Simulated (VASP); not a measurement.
A run of VASP 6.6.1:

File INCAR:

```
SYSTEM = Y
  PREC = Accurate
  ENCUT = 600
  EDIFF = 1E-6
  ISMEAR = 0
  SIGMA = 0.1
  LREAL = .False.
  LASPH = .True.
  NELM = 100
  ALGO = Normal
  ISIF = 3
  LWAVE = .False.
  LCHARG = .False.
  GGA = PS
  IBRION = 2
  NSW = 70
  EDIFFG = -0.008
  PSTRESS = 150.0
```

Contents of KPOINTS:

```
regular mesh
0
Gamma
  16 16 16
  0 0 0
```

Contents of POSCAR:

```
Y
1.0
    0.0000000000      2.3042731050      2.3042731050
    2.3042731050      0.0000000000      2.3042731050
    2.3042731050      2.3042731050      0.0000000000
Y
1
Direct
    0.0000000000      0.0000000000      0.0000000000
```

Potentials or basis: VASP PAW PBE potentials, release 64 (Y_sv).

Launch:

```bash
$ cat potpaw_PBE.64/Y_sv/POTCAR > POTCAR
$ mpirun -np 1 vasp_std > vasp.out
```

Hardware: 1 thread of Intel(R) Xeon(R) 6975P-C (Granite Rapids), on a shared host.

Problem. Estimate the wall time of this run.

Solution. It took 48 s on 1 thread of Intel(R) Xeon(R) 6975P-C (Granite Rapids) (shared host), peak memory 0.22 GiB. Counts: scf iterations 29, k points 145, ion steps 3.
